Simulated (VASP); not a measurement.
Set up this calculation in VASP 6.6.1, as the native input.

```
Task                   : single point
Functional             : PBE
Potentials or basis    : VASP PAW PBE potentials, release 64 (Re)
Cutoff                 : 520 eV
k mesh                 : 12 × 12 × 12
Occupations            : fermi-dirac, width 0.05 eV
Spin                   : no spin polarisation
Dipole correction      : no
Further INCAR settings : ALGO = Fast; EDIFF = 1e-07; NBANDS = 10
```

The structure of Re lies in POSCAR:

```
Re
1.0
    0.0000000000      2.0137353243      2.0137353243
    2.0137353243      0.0000000000      2.0137353243
    2.0137353243      2.0137353243      0.0000000000
Re
1
Direct
    0.0000000000      0.0000000000      0.0000000000
```

This cell differs from its parent crystal: volume scaled by 1.06.

The input as run:

INCAR

```
PREC     = Accurate       # precision mode
ENCUT    = 520            # plane-wave cutoff, eV
EDIFF    = 1E-7           # SCF threshold, eV
ISMEAR   = -1             # smearing method
SIGMA    = 0.05           # smearing width, eV
LREAL    = F              # projectors in reciprocal space
LASPH    = T              # aspherical terms in the spheres
NELM     = 80             # most SCF steps
ALGO     = Fast           # electronic algorithm
ISIF     = 2              # what is computed and relaxed
LWAVE    = F              # write WAVECAR
LCHARG   = T              # write CHGCAR
GGA      = PE             # functional
LELF     = T              # ELF
LVHAR    = T            
NBANDS   = 10             # bands
```

KPOINTS

```
regular mesh
0
Gamma
  12 12 12
```

Potentials or basis: VASP PAW PBE potentials, release 64 (Re).

Command:

```console
$ cat potpaw_PBE.64/Re/POTCAR > POTCAR
$ mpirun -np 1 vasp_std > vasp.out
```

It gave:

```
Pressure : -26.3 GPa
```

It took 13 s on 1 thread of Intel(R) Xeon(R) Platinum 8375C CPU @ 2.90GHz (Ice Lake) (shared host), peak memory 0.14 GiB.
